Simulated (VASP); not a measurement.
# NaF (F-43m) in VASP: a series of runs

The runs below take NaF through single point, with PBE-based screened hybrid with 10 % exact exchange, PBE-based screened hybrid with 20 % exact exchange.

Program: VASP 6.6.1. These are calculated values, not measurements. Logs are shortened: lines on timing, memory, paths and dates and some standing lists are left out, and cuts for length are marked.

## 1. The cell of the first run

It takes space group F-43m (No. 216, cubic). The conventional cell has a = 5.063 Å, b = 5.063 Å, c = 5.063 Å, α = 90.00°, β = 90.00°, γ = 90.00°. Within 2.9 Å of Na (site symmetry -43m) lie 4 F at 2.19 Å. Within 2.9 Å of F (site symmetry -43m) lie 4 Na at 2.19 Å.

## 2. Single point, PBE-based screened hybrid with 10 % exact exchange

The input, POSCAR:

```
NaF
1.0
    0.0000000000      2.5312613679      2.5312613679
    2.5312613679      0.0000000000      2.5312613679
    2.5312613679      2.5312613679      0.0000000000
Na F
1 1
Direct
    0.0000000000      0.0000000000      0.0000000000
    0.2500000000      0.2500000000      0.2500000000
```

The input, INCAR.step1:

```
PREC = Accurate ; ENCUT = 520
EDIFF = 1E-5 ; ISMEAR = 0
SIGMA = 0.01 ; LREAL = False
LASPH = True ; NELM = 100
ALGO = Normal ; ISIF = 2
LWAVE = True ; LCHARG = False
NBANDS = 14 ; GGA = PE
```

The input, INCAR.step2:

```
PREC = Accurate ; ENCUT = 520
EDIFF = 1E-6 ; ISMEAR = 0
SIGMA = 0.01 ; LREAL = False
LASPH = True ; NELM = 100
ALGO = Normal ; ISIF = 2
LWAVE = False ; LCHARG = False
GGA = PE ; LHFCALC = True
AEXX = 0.1 ; HFSCREEN = 0.1
PRECFOCK = Normal ; NBANDS = 14
ISTART = 1
```

The input, KPOINTS:

```
regular mesh
0
Gamma
  4 4 4
```

Potentials or basis: VASP PAW PBE potentials, release 64 (Na_pv, F).

The run is started by

```
$ cat potpaw_PBE.64/Na_pv/POTCAR potpaw_PBE.64/F/POTCAR > POTCAR
$ cp INCAR.step1 INCAR
$ mpirun -np 1 vasp_std > vasp.out
$ cp INCAR.step2 INCAR
$ mpirun -np 1 vasp_std > vasp.out
```

OUTCAR:

```text
PREC = Accurate
   ENCUT = 520
   EDIFF = 1E-6
   ISMEAR = 0
   LREAL = False
   LASPH = True
   NELM = 100
   ISIF = 2
   GGA = PE
   LHFCALC = True
   AEXX = 0.1
   HFSCREEN = 0.1
   PRECFOCK = Normal
   ISTART = 1

 ion  position               nearest neighbor table
   1  0.000  0.000  0.000-   2 2.19   2 2.19   2 2.19   2 2.19
   2  0.250  0.250  0.250-   1 2.19   1 2.19   1 2.19   1 2.19

  LATTYP: Found a face centered cubic cell.
 ALAT       =     5.0625227358

  Lattice vectors:

 A1 = (   0.0000000000,   2.5312613679,   2.5312613679)
 A2 = (   2.5312613679,   0.0000000000,   2.5312613679)
 A3 = (   2.5312613679,   2.5312613679,   0.0000000000)

Analysis of symmetry for initial positions (statically):
=====================================================================
 Subroutine PRICEL returns:
 Original cell was already a primitive cell.

 Routine SETGRP: Setting up the symmetry group for a
 face centered cubic supercell.

 Subroutine GETGRP returns: Found 24 space group operations
 (whereof 24 operations were pure point group operations)
 out of a pool of 48 trial point group operations.

The static configuration has the point symmetry T_d .

Analysis of symmetry for dynamics (positions and initial velocities):
=====================================================================
 Subroutine PRICEL returns:
 Original cell was already a primitive cell.

 Routine SETGRP: Setting up the symmetry group for a
 face centered cubic supercell.

 Subroutine GETGRP returns: Found 24 space group operations
 (whereof 24 operations were pure point group operations)
 out of a pool of 48 trial point group operations.

The dynamic configuration has the point symmetry T_d .

 Subroutine INISYM returns: Found 24 space group operations
 (whereof 24 operations are pure point group operations),
 and found     1 'primitive' translations

----------------------------------------------------------------------------------------

                                     Primitive cell

  volume of cell :      32.4370

  direct lattice vectors                    reciprocal lattice vectors
     0.000000000  2.531261368  2.531261368    -0.197529977  0.197529977  0.197529977
     2.531261368  0.000000000  2.531261368     0.197529977 -0.197529977  0.197529977
     2.531261368  2.531261368  0.000000000     0.197529977  0.197529977 -0.197529977

  length of vectors
     3.579744156  3.579744156  3.579744156     0.342131956  0.342131956  0.342131956

  position of ions in fractional coordinates (direct lattice)
     0.000000000  0.000000000  0.000000000
     0.250000000  0.250000000  0.250000000

  ion indices of the primitive-cell ions
   primitive index   ion index
                 1           1
                 2           2

----------------------------------------------------------------------------------------

 KPOINTS: regular mesh

Automatic generation of k-mesh.
 Grid dimensions read from file:
 generate k-points for:    4    4    4

 Generating k-lattice:

  Cartesian coordinates                     Fractional coordinates (reciprocal lattice)
    -0.049382494  0.049382494  0.049382494     0.250000000  0.000000000  0.000000000
     0.049382494 -0.049382494  0.049382494     0.000000000  0.250000000  0.000000000
     0.049382494  0.049382494 -0.049382494     0.000000000  0.000000000  0.250000000

  Length of vectors
     0.085532989  0.085532989  0.085532989

  Shift w.r.t. Gamma in fractional coordinates (k-lattice)
     0.000000000  0.000000000  0.000000000

 Subroutine IBZKPT returns following result:
 ===========================================

 Found      8 irreducible k-points:

 Following reciprocal coordinates:
            Coordinates               Weight
  0.000000  0.000000  0.000000      1.000000
  0.250000  0.000000  0.000000      8.000000
  0.500000  0.000000  0.000000      4.000000
  0.250000  0.250000  0.000000      6.000000
  0.500000  0.250000  0.000000     24.000000
 -0.250000  0.250000  0.000000     12.000000
  0.500000  0.500000  0.000000      3.000000
 -0.250000  0.500000  0.250000      6.000000
   k-points           NKPTS =      8   k-points in BZ     NKDIM =     64   number of bands    NBANDS=     14
   number of dos      NEDOS =    301   number of ions     NIONS =      2
   total plane-waves  NPLWV =  21952
   dimension x,y,z NGX =    28 NGY =   28 NGZ =   28
   dimension x,y,z NGXF=    56 NGYF=   56 NGZF=   56
   ions per type =               1   1
   NGX,Y,Z   is equivalent  to a cutoff of  13.00, 13.00, 13.00 a.u.
   NGXF,Y,Z  is equivalent  to a cutoff of  26.01, 26.01, 26.01 a.u.
 SYSTEM =  unknown system
   PREC   = accura    normal or accurate (medium, high low for compatibility)
   ISTART =      1    job   : 0-new  1-cont  2-samecut
   ICHARG =      0    charge: 1-file 2-atom 10-const
   ISPIN  =      1    spin polarized calculation?
   LNONCOLLINEAR =      F non collinear calculations
   LSORBIT =      F    spin-orbit coupling
   LASPH  =      T    aspherical Exc in radial PAW
   ENCUT  =  520.0 eV  38.22 Ry    6.18 a.u.   6.66  6.66  6.66*2*pi/ulx,y,z
   NELM   =    100;   NELMIN=  2; NELMDL=  0     # of ELM steps
   EDIFF  = 0.1E-05   stopping-criterion for ELM
   LREAL  =      F    real-space projection
   EDIFFG = 0.1E-04   stopping-criterion for IOM
   NSW    =      0    number of steps for IOM
   IBRION =     -1    ionic relax: 0-MD 1-quasi-New 2-CG
   NFREE  =      0    steps in history (QN), initial steepest desc. (CG)
   ISIF   =      2    stress and relaxation
   ISYM   =      3    0-nonsym 1-usesym 2-fastsym
   POTIM  = 0.5000    time-step for ionic-motion
   TEBEG  =    0.0;   TEEND  =   0.0 temperature during run
   PSTRESS=    0.0 pullay stress
   NELECT =      14.0000    total number of electrons
   NUPDOWN=      -1.0000    fix difference up-down
   EMIN   =  10.00;   EMAX   =-10.00  energy-range for DOS
   EFERMI =   0.00;   METHOD = LEGACY
   ISMEAR =     0;   SIGMA  =   0.01  broadening in eV -4-tet -1-fermi 0-gaus
   EFERMI_NEDOS =   21; number of points for ismear=-14 and -15
   IALGO  =     38    algorithm
   IMIX   =      1    mixing-type and parameters
     AMIX     =   0.40;   BMIX     =  1.00
     AMIX_MAG =   1.60;   BMIX_MAG =  1.00
  volume/ion in A,a.u.               =      16.22       109.45
  Fermi-wavevector in a.u.,A,eV,Ry     =   1.237192  2.337954 20.825685  1.530645
  Thomas-Fermi vector in A             =   2.371770
   LORBIT       =      0    0 simple, 1 ext, 2 COOP (PROOUT), +10 PAW based schemes
   GGA     = PE    functional components
   LHFCALC =     T    Hartree Fock is set to
   PRECFOCK=normal    Normal, Fast or Accurate (Low or Medium for compatibility)
   ENCUT4O =  -1.0   cutoff for four orbital integrals eV
   NKREDX  =     1    reduce k-point grid by
   NKREDY  =     1    reduce k-point grid by
   NKREDZ  =     1    reduce k-point grid by
   AEXX    =    0.1000 exact exchange contribution
   HFSCREEN=    0.1000 screening length (either q_TF or 0.3 A-1)
   HFSCREENC=   0.1000 screening length for correlation (either q_TF or 0.3 A-1)
   ENCUTFOCK=  -1.0 apply spherical cutoff to Coloumb kernel
   IVDW    =     0    specifies the selected vdW correction
   LEPSILON=     F    determine dielectric tensor
   LRPA    =     F    only Hartree local field effects (RPA)
 non-spin polarized calculation
 Gauss-broadening in eV      SIGMA  =   0.01
  energy-cutoff  :      520.00
  volume of cell :       32.44
 maximum number of plane-waves:       893
 NGX is ok and might be reduce to    28
  NGX = 20; NGY = 20; NGZ = 20

 number of electron      13.9999982 magnetization

 Free energy of the ion-electron system (eV)
  ---------------------------------------------------
  ext. energy  EPLUGINS =         0.00000000
  ---------------------------------------------------
  free energy    TOTEN  =        -9.17248756 eV

  energy without entropy =       -9.17248756  energy(sigma->0) =       -9.17248756

 E-fermi :  -3.9820     XC(G=0):  -7.1143

 val. band max:       -4.1292674744   @ k =   0.0000   0.0000   0.0000
 cond. band min:       2.4364800666   @ k =   0.0000   0.0000   0.0000
 fundamental gap:      6.5657475410
 Fermi energy:        -3.9820102314

 k-point     1 :       0.0000    0.0000    0.0000
  band No.  band energies     occupation
      1     -23.5534      2.00000
      2     -23.5534      2.00000
      3     -23.5534      2.00000
      4     -23.4956      2.00000
      5      -4.1293      2.00000
      6      -4.1293      2.00000
      7      -4.1293      2.00000
      8       2.4365      0.00000
      9      16.2692      0.00000
     10      16.2692      0.00000
     11      16.2692      0.00000
     12      17.8700      0.00000
     13      17.8700      0.00000
     14      17.8701      0.00000

 k-point     2 :       0.2500    0.0000    0.0000
  band No.  band energies     occupation
      1     -23.9912      2.00000
      2     -23.5592      2.00000
      3     -23.5592      2.00000
      4     -23.0269      2.00000
      5      -4.6135      2.00000
      6      -4.1494      2.00000
      7      -4.1494      2.00000
      8       3.9561      0.00000
      9      11.7830      0.00000
     10      14.9781      0.00000
     11      14.9781      0.00000
     12      17.3789      0.00000
     13      17.9442      0.00000
     14      17.9442      0.00000

 k-point     3 :       0.5000    0.0000    0.0000
  band No.  band energies     occupation
      1     -24.1717      2.00000
      2     -23.5650      2.00000
      3     -23.5650      2.00000
      4     -22.8168      2.00000
      5      -4.9824      2.00000
      6      -4.1697      2.00000
      7      -4.1697      2.00000
      8       6.8099      0.00000
      9       7.7998      0.00000
     10      14.1047      0.00000
     11      14.1047      0.00000
     12      17.3541      0.00000
     13      18.7491      0.00000
     14      18.7491      0.00000

 k-point     4 :       0.2500    0.2500    0.0000
  band No.  band energies     occupation
      1     -24.0528      2.00000
      2     -23.5681      2.00000
      3     -23.5680      2.00000
      4     -22.9413      2.00000
      5      -4.6205      2.00000
      6      -4.2135      2.00000
      7      -4.2135      2.00000
      8       4.3531      0.00000
      9      11.8466      0.00000
     10      14.4000      0.00000
     11      14.5814      0.00000
     12      14.5814      0.00000
     13      18.7219      0.00000
     14      20.3101      0.00000

 k-point     5 :       0.5000    0.2500    0.0000
  band No.  band energies     occupation
      1     -24.2044      2.00000
      2     -23.5890      2.00000
      3     -23.5739      2.00000
      4     -22.7454      2.00000
      5      -4.8137      2.00000
      6      -4.3847      2.00000
      7      -4.2332      2.00000
      8       6.5826      0.00000
      9       9.1828      0.00000
     10      11.7698      0.00000
     11      14.0778      0.00000
     12      15.9634      0.00000
     13      20.0768      0.00000
     14      20.5031      0.00000

 k-point     6 :      -0.2500    0.2500    0.0000
  band No.  band energies     occupation
      1     -24.1583      2.00000
      2     -23.5896      2.00000
      3     -23.5650      2.00000
      4     -22.8060      2.00000
      5      -4.7439      2.00000
      6      -4.4115      2.00000
      7      -4.1696      2.00000
      8       5.8388      0.00000
      9      10.1933      0.00000
     10      11.4976      0.00000
     11      14.3108      0.00000
     12      17.6941      0.00000
     13      18.6038      0.00000
     14      20.9645      0.00000

 k-point     7 :       0.5000    0.5000    0.0000
  band No.  band energies     occupation
      1     -24.2507      2.00000
      2     -23.5828      2.00000
      3     -23.5828      2.00000
      4     -22.6896      2.00000
      5      -4.9163      2.00000
      6      -4.2950      2.00000
      7      -4.2950      2.00000
      8       6.7907      0.00000
      9       8.8929      0.00000
     10      13.2176      0.00000
     11      14.0588      0.00000
     12      14.0588      0.00000
     13      16.6569      0.00000
     14      24.4039      0.00000

 k-point     8 :      -0.2500    0.5000    0.2500
  band No.  band energies     occupation
      1     -24.2403      2.00000
      2     -23.5984      2.00000
      3     -23.5834      2.00000
      4     -22.6855      2.00000
      5      -4.6187      2.00000
      6      -4.5966      2.00000
      7      -4.3291      2.00000
      8       7.4486      0.00000
      9       9.0038      0.00000
     10      11.5777      0.00000
     11      11.8788      0.00000
     12      18.7078      0.00000
     13      18.8982      0.00000
     14      20.2228      0.00000

------------------------ aborting loop because EDIFF is reached ----------------------------------------

  FORCE on cell =-STRESS in cart. coord.  units (eV):
  Direction    XX          YY          ZZ          XY          YZ          ZX
  --------------------------------------------------------------------------------------
  -------------------------------------------------------------------------------------
  Total        0.3021178      0.3021178      0.3021178      0.0000000     -0.0000000     -0.0000000
  in kB       14.9226491     14.9226491     14.9226491      0.0000000     -0.0000000     -0.0000000
  external PRESSURE =      14.9226491 kB  Pullay stress =       0.0000000 kB

 VOLUME and BASIS-vectors are now :
 -----------------------------------------------------------------------------
  energy-cutoff  :      520.00
  volume of cell :       32.44
      direct lattice vectors                 reciprocal lattice vectors
     0.000000000  2.531261368  2.531261368    -0.197529977  0.197529977  0.197529977
     2.531261368  0.000000000  2.531261368     0.197529977 -0.197529977  0.197529977
     2.531261368  2.531261368  0.000000000     0.197529977  0.197529977 -0.197529977

 POSITION                                       TOTAL-FORCE (eV/Angst)
 -----------------------------------------------------------------------------------
      0.00000      0.00000      0.00000        -0.000000     -0.000000     -0.000000
      1.26563      1.26563      1.26563         0.000000      0.000000      0.000000
 -----------------------------------------------------------------------------------
    total drift:                                0.000001     -0.000000      0.000000

  FREE ENERGIE OF THE ION-ELECTRON SYSTEM (eV)
  ---------------------------------------------------
  free  energy   TOTEN  =        -9.1724875644 eV

  energy  without entropy=       -9.1724875644  energy(sigma->0) =       -9.17248756
```

Wall time 100 s (1 thread of Intel Xeon Platinum 8488C (Sapphire Rapids), shared host); peak memory 0.25 GiB.

Results:

* Free energy: -9.1725 eV
* Pressure: 1.5 GPa
* Band gap on the k mesh: 6.57 eV

Levels at points of the mesh, in eV from the valence-band top:
```tsv
k point	band 5	band 6	band 7	band 8	band 9	band 10
(0.00, 0.00, 0.00)	0.00	0.00	0.00	6.57	20.40	20.40
(0.50, 0.00, 0.00)	-0.85	-0.04	-0.04	10.94	11.93	18.23
(0.50, 0.50, 0.00)	-0.79	-0.17	-0.17	10.92	13.02	17.35
```

Caveat: the k points lie up to 0.54 Å⁻¹ apart; the PAW data sets were made with another functional, which shifts forces and pressure a little.

## 3. Single point, PBE-based screened hybrid with 20 % exact exchange

POSCAR is that of step 2.

The input, INCAR.step1:

```
ALGO     = Normal         # electronic algorithm
EDIFF    = 1E-5           # SCF threshold, eV
ENCUT    = 520            # plane-wave cutoff, eV
GGA      = PE             # functional
ISIF     = 2              # what is computed and relaxed
ISMEAR   = 0              # smearing method
LASPH    = T              # aspherical terms in the spheres
LCHARG   = F              # write CHGCAR
LREAL    = F              # projectors in reciprocal space
LWAVE    = T              # write WAVECAR
NBANDS   = 14             # bands
NELM     = 60             # most SCF steps
PREC     = Accurate       # precision mode
SIGMA    = 0.01           # smearing width, eV
```

The input, INCAR.step2:

```
AEXX     = 0.2            # exact-exchange fraction
ALGO     = Normal         # electronic algorithm
EDIFF    = 1E-6           # SCF threshold, eV
ENCUT    = 520            # plane-wave cutoff, eV
GGA      = PE             # functional
HFSCREEN = 0.1            # screening, 1/A
ISIF     = 2              # what is computed and relaxed
ISMEAR   = 0              # smearing method
ISTART   = 1            
LASPH    = T              # aspherical terms in the spheres
LCHARG   = F              # write CHGCAR
LHFCALC  = T              # exact exchange
LREAL    = F              # projectors in reciprocal space
LWAVE    = F              # write WAVECAR
NBANDS   = 14             # bands
NELM     = 60             # most SCF steps
PREC     = Accurate       # precision mode
PRECFOCK = Normal       
SIGMA    = 0.01           # smearing width, eV
```

The input, KPOINTS:

```
k-points
0
Gamma
  4 4 4
```

Potentials or basis: VASP PAW PBE potentials, release 64 (Na_pv, F).

The run is started by

```
$ cat potpaw_PBE.64/Na_pv/POTCAR potpaw_PBE.64/F/POTCAR > POTCAR
$ cp INCAR.step1 INCAR
$ mpirun -np 1 vasp_std > vasp.out
$ cp INCAR.step2 INCAR
$ mpirun -np 1 vasp_std > vasp.out
```

Wall time 1.8 min (1 thread of Intel Xeon Platinum 8488C (Sapphire Rapids), shared host); peak memory 0.24 GiB.

The run converged. Its results:

| Item | Value |
| --- | --- |
| Free energy | -9.9738 eV |
| Pressure | 1.0 GPa |
| Band gap on the k mesh | 7.53 eV |

Levels at points of the mesh, in eV from the valence-band top:
| k point | band 3 | band 4 | band 5 | band 6 | band 7 | band 8 | band 9 | band 10 | band 11 | band 12 |
| --- | --- | --- | --- | --- | --- | --- | --- | --- | --- | --- |
| (0.00, 0.00, 0.00) | -19.99 | -19.98 | 0.00 | 0.00 | 0.00 | 7.53 | 21.49 | 21.49 | 21.49 | 23.10 |
| (0.50, 0.00, 0.00) | -20.01 | -19.27 | -0.85 | -0.04 | -0.04 | 11.93 | 12.96 | 19.29 | 19.29 | 22.52 |
| (0.50, 0.50, 0.00) | -20.02 | -19.15 | -0.79 | -0.17 | -0.17 | 11.89 | 14.04 | 18.46 | 19.29 | 19.29 |

Caveat: the k points lie up to 0.54 Å⁻¹ apart; the PAW data sets were made with another functional, which shifts forces and pressure a little.
